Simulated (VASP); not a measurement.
# Ga3Se (Pm-3m) in VASP: a series of runs, part 2 of 3

VASP 6.6.1. The steps go on from the part before.

## Step 4: Single point, PBE

This run uses another cell than the first one, of 21.42 Å³/atom.

INCAR

```
SYSTEM = Ga3Se
PREC = Accurate
ENCUT = 520
EDIFF = 1E-6
ISMEAR = 0
SIGMA = 0.1
LREAL = .False.
LASPH = .True.
NELM = 60
ALGO = Normal
ISIF = 2
LWAVE = .False.
LCHARG = .False.
GGA = PE
NBANDS = 30
```

KPOINTS

```
Automatic mesh
0
Gamma
  10 10 10
  0 0 0
```

POSCAR

```
Ga3Se
1.0
    4.4084263080      0.0000000000      0.0000000000
    0.0000000000      4.4084263080      0.0000000000
    0.0000000000      0.0000000000      4.4084263080
Ga Se
3 1
Direct
    0.0000000000      0.5000000000      0.5000000000
    0.5000000000      0.0000000000      0.5000000000
    0.5000000000      0.5000000000      0.0000000000
    0.0000000000      0.0000000000      0.0000000000
```

Potentials or basis: VASP PAW PBE potentials, release 64 (Ga_d, Se).

Command:

```sh
> cat potpaw_PBE.64/Ga_d/POTCAR potpaw_PBE.64/Se/POTCAR > POTCAR
> mpirun -np 1 vasp_std > vasp.out
```

OUTCAR:

```text
SYSTEM = Ga3Se
   PREC = Accurate
   ENCUT = 520
   EDIFF = 1E-6
   ISMEAR = 0
   LREAL = .False.
   LASPH = .True.
   NELM = 60
   ISIF = 2
   GGA = PE

 ion  position               nearest neighbor table
   1  0.000  0.500  0.500-
   2  0.500  0.000  0.500-
   3  0.500  0.500  0.000-
   4  0.000  0.000  0.000-

  LATTYP: Found a simple cubic cell.
 ALAT       =     4.4084263080

  Lattice vectors:

 A1 = (   4.4084263080,   0.0000000000,   0.0000000000)
 A2 = (   0.0000000000,   4.4084263080,   0.0000000000)
 A3 = (   0.0000000000,   0.0000000000,   4.4084263080)

Analysis of symmetry for initial positions (statically):
=====================================================================
 Subroutine PRICEL returns:
 Original cell was already a primitive cell.

 Routine SETGRP: Setting up the symmetry group for a
 simple cubic supercell.

 Subroutine GETGRP returns: Found 48 space group operations
 (whereof 48 operations were pure point group operations)
 out of a pool of 48 trial point group operations.

The static configuration has the point symmetry O_h .

Analysis of symmetry for dynamics (positions and initial velocities):
=====================================================================
 Subroutine PRICEL returns:
 Original cell was already a primitive cell.

 Routine SETGRP: Setting up the symmetry group for a
 simple cubic supercell.

 Subroutine GETGRP returns: Found 48 space group operations
 (whereof 48 operations were pure point group operations)
 out of a pool of 48 trial point group operations.

The dynamic configuration has the point symmetry O_h .

 Subroutine INISYM returns: Found 48 space group operations
 (whereof 48 operations are pure point group operations),
 and found     1 'primitive' translations

----------------------------------------------------------------------------------------

                                     Primitive cell

  volume of cell :      85.6743

  direct lattice vectors                    reciprocal lattice vectors
     4.408426308  0.000000000  0.000000000     0.226838316  0.000000000  0.000000000
     0.000000000  4.408426308  0.000000000     0.000000000  0.226838316  0.000000000
     0.000000000  0.000000000  4.408426308     0.000000000  0.000000000  0.226838316

  length of vectors
     4.408426308  4.408426308  4.408426308     0.226838316  0.226838316  0.226838316

  position of ions in fractional coordinates (direct lattice)
     0.000000000  0.500000000  0.500000000
     0.500000000  0.000000000  0.500000000
     0.500000000  0.500000000  0.000000000
     0.000000000  0.000000000  0.000000000

  ion indices of the primitive-cell ions
   primitive index   ion index
                 1           1
                 2           2
                 3           3
                 4           4

----------------------------------------------------------------------------------------

 KPOINTS: Automatic mesh

Automatic generation of k-mesh.
 Grid dimensions read from file:
 generate k-points for:   10   10   10

 Generating k-lattice:

  Cartesian coordinates                     Fractional coordinates (reciprocal lattice)
     0.022683832  0.000000000  0.000000000     0.100000000  0.000000000  0.000000000
     0.000000000  0.022683832  0.000000000     0.000000000  0.100000000  0.000000000
     0.000000000  0.000000000  0.022683832     0.000000000  0.000000000  0.100000000

  Length of vectors
     0.022683832  0.022683832  0.022683832

  Shift w.r.t. Gamma in fractional coordinates (k-lattice)
     0.000000000  0.000000000  0.000000000

 Subroutine IBZKPT returns following result:
 ===========================================

 Found     56 irreducible k-points:

 Following reciprocal coordinates:
            Coordinates               Weight
  0.000000  0.000000  0.000000      1.000000
  0.100000  0.000000  0.000000      6.000000
  0.200000  0.000000  0.000000      6.000000
  0.300000  0.000000  0.000000      6.000000
  0.400000  0.000000  0.000000      6.000000
  0.500000  0.000000  0.000000      3.000000
[... 16 lines left out ...]
  0.200000  0.100000  0.100000     24.000000
  0.300000  0.100000  0.100000     24.000000
 [... further k-points ...]
   k-points           NKPTS =     56   k-points in BZ     NKDIM =     56   number of bands    NBANDS=     30
   number of dos      NEDOS =    301   number of ions     NIONS =      4
   total plane-waves  NPLWV =  46656
   dimension x,y,z NGX =    36 NGY =   36 NGZ =   36
   dimension x,y,z NGXF=    72 NGYF=   72 NGZF=   72
   ions per type =               3   1
   NGX,Y,Z   is equivalent  to a cutoff of  13.58, 13.58, 13.58 a.u.
   NGXF,Y,Z  is equivalent  to a cutoff of  27.15, 27.15, 27.15 a.u.
 SYSTEM =  Ga3Se
   PREC   = accura    normal or accurate (medium, high low for compatibility)
   ISTART =      0    job   : 0-new  1-cont  2-samecut
   ICHARG =      2    charge: 1-file 2-atom 10-const
   ISPIN  =      1    spin polarized calculation?
   LNONCOLLINEAR =      F non collinear calculations
   LSORBIT =      F    spin-orbit coupling
   LASPH  =      T    aspherical Exc in radial PAW
   ENCUT  =  520.0 eV  38.22 Ry    6.18 a.u.   8.20  8.20  8.20*2*pi/ulx,y,z
   NELM   =     60;   NELMIN=  2; NELMDL= -5     # of ELM steps
   EDIFF  = 0.1E-05   stopping-criterion for ELM
   LREAL  =      F    real-space projection
   EDIFFG = 0.1E-04   stopping-criterion for IOM
   NSW    =      0    number of steps for IOM
   IBRION =     -1    ionic relax: 0-MD 1-quasi-New 2-CG
   NFREE  =      0    steps in history (QN), initial steepest desc. (CG)
   ISIF   =      2    stress and relaxation
   ISYM   =      2    0-nonsym 1-usesym 2-fastsym
   POTIM  = 0.5000    time-step for ionic-motion
   TEBEG  =    0.0;   TEEND  =   0.0 temperature during run
   PSTRESS=    0.0 pullay stress
   NELECT =      45.0000    total number of electrons
   NUPDOWN=      -1.0000    fix difference up-down
   EMIN   =  10.00;   EMAX   =-10.00  energy-range for DOS
   EFERMI =   0.00;   METHOD = LEGACY
   ISMEAR =     0;   SIGMA  =   0.10  broadening in eV -4-tet -1-fermi 0-gaus
   EFERMI_NEDOS =   21; number of points for ismear=-14 and -15
   IALGO  =     38    algorithm
   IMIX   =      4    mixing-type and parameters
     AMIX     =   0.40;   BMIX     =  1.00
     AMIX_MAG =   1.60;   BMIX_MAG =  1.00
  volume/ion in A,a.u.               =      21.42       144.54
  Fermi-wavevector in a.u.,A,eV,Ry     =   1.320876  2.496094 23.738271  1.744714
  Thomas-Fermi vector in A             =   2.450671
   LORBIT       =      0    0 simple, 1 ext, 2 COOP (PROOUT), +10 PAW based schemes
   GGA     = PE    functional components
   LHFCALC =     F    Hartree Fock is set to
   AEXX    =    0.0000 exact exchange contribution
   IVDW    =     0    specifies the selected vdW correction
   LEPSILON=     F    determine dielectric tensor
   LRPA    =     F    only Hartree local field effects (RPA)
 non-spin polarized calculation
 Gauss-broadening in eV      SIGMA  =   0.10
  energy-cutoff  :      520.00
  volume of cell :       85.67
 maximum number of plane-waves:      2325
 NGX is ok and might be reduce to    36
   NGX = 17   NGY = 17   NGZ = 17

 number of electron      44.9999953 magnetization

 Free energy of the ion-electron system (eV)
  ---------------------------------------------------
  ext. energy  EPLUGINS =         0.00000000
  ---------------------------------------------------
  free energy    TOTEN  =       -12.41977546 eV

  energy without entropy =      -12.40763027  energy(sigma->0) =      -12.41370286

 E-fermi :   4.7678     XC(G=0): -10.3460

 val. band max:        4.7527375892   @ k =   0.4000   0.3000   0.1000
 cond. band min:       4.7819534737   @ k =   0.2000   0.1000   0.1000
 fundamental gap:      0.0292158844
 Fermi energy:         4.7677787097

 k-point     1 :       0.0000    0.0000    0.0000
  band No.  band energies     occupation
      1     -10.2773      2.00000
      2     -10.2525      2.00000
      3     -10.2525      2.00000
      4     -10.2525      2.00000
      5     -10.2005      2.00000
      6     -10.2005      2.00000
[... 781 lines left out ...]
     29       9.9877      0.00000
     30      12.1523      0.00000

 [... further k-points ...]

------------------------ aborting loop because EDIFF is reached ----------------------------------------

  FORCE on cell =-STRESS in cart. coord.  units (eV):
  Direction    XX          YY          ZZ          XY          YZ          ZX
  --------------------------------------------------------------------------------------
  -------------------------------------------------------------------------------------
  Total        0.0913713      0.0913713      0.0913713     -0.0000000     -0.0000000      0.0000000
  in kB        1.7087151      1.7087151      1.7087151     -0.0000000     -0.0000000      0.0000000
  external PRESSURE =       1.7087151 kB  Pullay stress =       0.0000000 kB

 VOLUME and BASIS-vectors are now :
 -----------------------------------------------------------------------------
  energy-cutoff  :      520.00
  volume of cell :       85.67
      direct lattice vectors                 reciprocal lattice vectors
     4.408426308  0.000000000  0.000000000     0.226838316  0.000000000  0.000000000
     0.000000000  4.408426308  0.000000000     0.000000000  0.226838316  0.000000000
     0.000000000  0.000000000  4.408426308     0.000000000  0.000000000  0.226838316

 POSITION                                       TOTAL-FORCE (eV/Angst)
 -----------------------------------------------------------------------------------
      0.00000      2.20421      2.20421         0.000000      0.000000      0.000000
      2.20421      0.00000      2.20421         0.000000      0.000000      0.000000
      2.20421      2.20421      0.00000         0.000000      0.000000      0.000000
      0.00000      0.00000      0.00000         0.000000      0.000000      0.000000
 -----------------------------------------------------------------------------------
    total drift:                                0.000000      0.000000      0.000000

  FREE ENERGIE OF THE ION-ELECTRON SYSTEM (eV)
  ---------------------------------------------------
  free  energy   TOTEN  =       -12.4197754597 eV

  energy  without entropy=      -12.4076302701  energy(sigma->0) =      -12.41370286
```

stdout:

```text
POSCAR found type information on POSCAR GaSe
 POSCAR found :  2 types and       4 ions
 scaLAPACK will be used
 LDA part: xc-table for (Slater+PW92), standard interpolation
 POSCAR, INCAR and KPOINTS ok, starting setup
 FFT: planning ... GRIDC
 FFT: planning ... GRID_SOFT
 FFT: planning ... GRID
 WAVECAR not read
 entering main loop
```

It took 58 s on 1 thread of Intel Xeon 6975P-C (Granite Rapids), shared host; peak memory 0.28 GiB.

Results:

| Item | Value |
| --- | --- |
| Free energy | -12.4198 eV |
| Pressure | 0.2 GPa |
| Band gap on the k mesh | zero (an odd number of electrons rules out a gap without spin polarisation) |

(Continued in part 3 of 3.)
